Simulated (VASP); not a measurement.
Runs of VASP 6.6.1 on ZrBiSe3. The structure is that of space group P3m1 (No. 156), or close to it. The cells are those of the table. 

```tsv
task	spin	cell	k mesh	cutoff (eV)	gap on the mesh (eV)	pressure (GPa)	largest force (eV/Å)
relaxation of cell and atoms	off	relaxed from a = 3.877, b = 3.877, c = 11.210 Å, angles 90.0, 90.0, 120.0°, 5 atoms	6 × 6 × 2	600	none	0.0	0.04
single point	off	a = 3.594, b = 3.594, c = 12.163 Å, angles 90.0, 90.0, 120.0°, 5 atoms	12 × 12 × 4	520	none	0.1	0.03
single point	collinear, ferromagnetic start	a = 3.612, b = 3.612, c = 12.112 Å, angles 90.0, 90.0, 120.0°, 5 atoms	6 × 6 × 2	520	none	0.0	0.02
single point	off	a = 3.612, b = 3.612, c = 12.112 Å, angles 90.0, 90.0, 120.0°, 5 atoms	6 × 6 × 2	520	none	0.0	0.02
single point	off	a = 3.877, b = 3.877, c = 11.210 Å, angles 90.0, 90.0, 120.0°, 5 atoms	6 × 6 × 2	520	none	-1.4	(a)
```

Alike in all rows: level PBE+D3(BJ); potentials or basis VASP PAW PBE potentials, release 64 (Zr_sv, Bi_d, Se); smearing gaussian 0.1 eV.

Task: Fill in the values left out.

Result: (a) 3.33.

Caveats: spin-orbit coupling is left out, which moves the levels of the heavy elements; pairwise dispersion overbinds metals, which lowers pressure and volume (some runs); forces of over 1 eV/Å act on the atoms, so gaps and moduli don't describe the material at rest (some runs).

A k mesh can miss the band edges, and the runs leave out spin-orbit coupling on Bi, Se, Zr.

A gap of «none» marks levels without a gap at the run's occupations.
